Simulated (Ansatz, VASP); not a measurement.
# One calculation of SbMo, two programs

File POSCAR:

```
SbMo
1.0
    0.0000000000      2.8112222621      2.8112222621
    2.8112222621      0.0000000000      2.8112222621
    2.8112222621      2.8112222621      0.0000000000
Mo Sb
1 1
Direct
    0.5000000000      0.5000000000      0.5000000000
    0.0000000000      0.0000000000      0.0000000000
```

INCAR.step1

```
ALGO     = Normal         # electronic algorithm
EDIFF    = 1E-4           # SCF threshold, eV
ENCUT    = 520            # plane-wave cutoff, eV
GGA      = PE             # functional
ISMEAR   = 0              # smearing method
LASPH    = T              # aspherical terms in the spheres
LCHARG   = F              # write CHGCAR
LREAL    = F              # projectors in reciprocal space
LWAVE    = T              # write WAVECAR
NBANDS   = 16             # bands
NELM     = 60             # most SCF steps
PREC     = Accurate       # precision mode
SIGMA    = 0.05           # smearing width, eV
```

The input INCAR.step2:

```
ALGO     = Normal         # electronic algorithm
EDIFF    = 1E-6           # SCF threshold, eV
ENCUT    = 520            # plane-wave cutoff, eV
ISIF     = 2              # what is computed and relaxed
ISMEAR   = 0              # smearing method
ISTART   = 1            
LASPH    = T              # aspherical terms in the spheres
LCHARG   = F              # write CHGCAR
LMIXTAU  = T            
LREAL    = F              # projectors in reciprocal space
LWAVE    = F              # write WAVECAR
METAGGA  = R2SCAN         # meta-GGA
NBANDS   = 16             # bands
NELM     = 60             # most SCF steps
PREC     = Accurate       # precision mode
SIGMA    = 0.05           # smearing width, eV
```

File KPOINTS:

```
k-points
0
Gamma
  10 10 10
```

Input for Ansatz:

```yaml
crystal:
  lattice:
    - [0.0, 2.8112222621, 2.8112222621]
    - [2.8112222621, 0.0, 2.8112222621]
    - [2.8112222621, 2.8112222621, 0.0]
  atoms:
    - { symbol: Mo, position: [0.5, 0.5, 0.5] }
    - { symbol: Sb, position: [0.0, 0.0, 0.0] }
basis:
  ecutwfc: 500
  ecutrho_ratio: 4
kpoints:
  mp_grid: { grid: [10, 10, 10] }
hamiltonian:
  xc: r2scan
scf:
  occupations: { method: gaussian, width: 0.05 }
output:
  forces: true
  stress: true
  eigenvalues: true
```

Alike in both runs: task single point; functional r2SCAN; k mesh 10 × 10 × 10; occupations gaussian, width 0.05 eV; no spin polarisation.

|  | VASP | Ansatz |
| --- | --- | --- |
| version | VASP 6.6.1 | Ansatz 0.2.0 |
| potentials or method | VASP PAW PBE potentials, release 64 (Mo_sv, Sb), cutoff 520 eV | scalar-relativistic, plane waves, PAW |
| valence electrons in the cell | 19 | 29 |

```csv
,VASP,Ansatz,Ansatz less VASP
gap on the k mesh at the Fermi level (eV),none,none,-
pressure (GPa),-7.6,-7.7,-0.10
```

VASP's potentials were made for PBE, not for r2SCAN. A gap of «none» marks a metal or a gap that the smearing closes. VASP's potentials hold 19 valence electrons a cell and Ansatz's 29, so a difference there can come from the potentials and not from the codes.

Spin-orbit coupling is off throughout.
